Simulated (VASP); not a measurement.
## BN: single point with PBE

Crystal: BN.

```
B N
1.0
     2.55394    0.00000    0.00000
    -1.27697    2.21178    0.00000
     0.00000    0.00000    4.22685
B N
2 2
Cartesian
  1.2192 0.6795 4.1680
  -0.0577 1.4168 2.0545
  1.2770 0.7373 2.6430
  0.0000 1.4745 0.5295
```

This cell differs from its parent crystal: all B atoms moved -0.100 Å, as atom 1 along Cartesian [1 1 1].

```yaml
Program: VASP 6.6.1
Task: single point
Functional: PBE
Potentials_or_basis: VASP PAW PBE potentials, release 64 (B, N)
Cutoff: 520 eV
k_mesh: 12 × 12 × 6
Occupations: gaussian, width 0.05 eV
Spin: no spin polarisation
```

```
Pressure               : 2.3 GPa
Largest force          : 2.289 eV/Å
Band gap on the k mesh : 4.02 eV, indirect (least direct gap 7.46 eV)
```

Forces on the atoms (eV/Å):
```
B    1.022  1.220  1.323
B    1.419  1.220  1.302
N   -1.434 -1.220 -1.302
N   -1.007 -1.220 -1.324
```

Stress tensor (GPa, compression positive):
```
 2.24  1.13 -1.61
 1.13  2.21 -1.61
-1.61 -1.61  2.34
```

Levels at points of the mesh, in eV from the valence-band top:
```
           k point  band 5  band 6  band 7  band 8  band 9  band 10  band 11  band 12
(0.00, 0.00, 0.00)   -2.58   -1.50   -0.11    0.00    7.57     7.58     8.66     8.74
(0.50, 0.00, 0.00)   -7.50   -5.33   -5.28   -2.20    6.21     7.06     9.23    10.70
(0.00, 0.50, 0.00)   -7.55   -5.34   -5.23   -2.16    6.11     6.94     9.15    10.92
(0.50, 0.50, 0.00)   -7.59   -5.35   -5.17   -2.12    6.01     6.83     9.10    11.09
(0.00, 0.00, 0.50)   -2.05   -2.01   -0.92   -0.90    8.19     8.40     8.86     9.30
(0.50, 0.00, 0.50)   -4.54   -4.25   -4.22   -3.72    5.83     6.22     9.23    10.19
(0.00, 0.50, 0.50)   -4.70   -4.43   -3.93   -3.62    5.83     6.11     9.26     9.94
(0.50, 0.50, 0.50)   -4.72   -4.62   -3.70   -3.60    5.87     5.97     9.39     9.63
```

Wall time 4.4 min on 1 thread of AMD EPYC 7R13, on a shared host, peak memory 0.21 GiB.

Caveat: the cell differs from its parent crystal (all B atoms moved -0.100 Å, as atom 1 along Cartesian [1 1 1]); forces of over 1 eV/Å act on the atoms, so gaps and moduli don't describe the material at rest. A k mesh can miss the band edges.
